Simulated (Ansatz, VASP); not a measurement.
**Two plane-wave programs on Bi**

```
Bi
1.0
     4.36734    0.00000    0.00000
    -2.18367    3.78223    0.00000
     0.00000    0.00000    4.25391
Bi
2
Direct
  0.33333 0.66667 0.25000
  0.66667 0.33333 0.75000
```

Alike in both runs: task relaxation of cell and atoms; functional PBE; k mesh 12 × 12 × 8; occupations gaussian, width 0.1 eV; no spin polarisation.

```csv
,VASP,Ansatz
version,VASP 6.6.1,Ansatz 0.2.0
potentials or method,"VASP PAW PBE potentials, release 64 (Bi_d), cutoff 600 eV","scalar-relativistic, plane waves, PAW"
valence electrons in the cell,30,30
```

Ansatz gave:

```
gap on the k mesh at the Fermi level, each at its own relaxed structure (eV) : none
relaxed volume (Å³/atom)                                                     : 35.13
relaxed length of the cell vector where the two differ most in proportion (Å)              : 4.254
```

**Question.** What did VASP give for the same quantities?

**Answer.** gap on the k mesh at the Fermi level, each at its own relaxed structure (eV): none; relaxed volume (Å³/atom): 35.13; relaxed length of the cell vector where the two differ most in proportion (Å): 4.250.

A gap of «none» marks a metal or a gap that the smearing closes.

Neither program's run includes spin-orbit coupling.
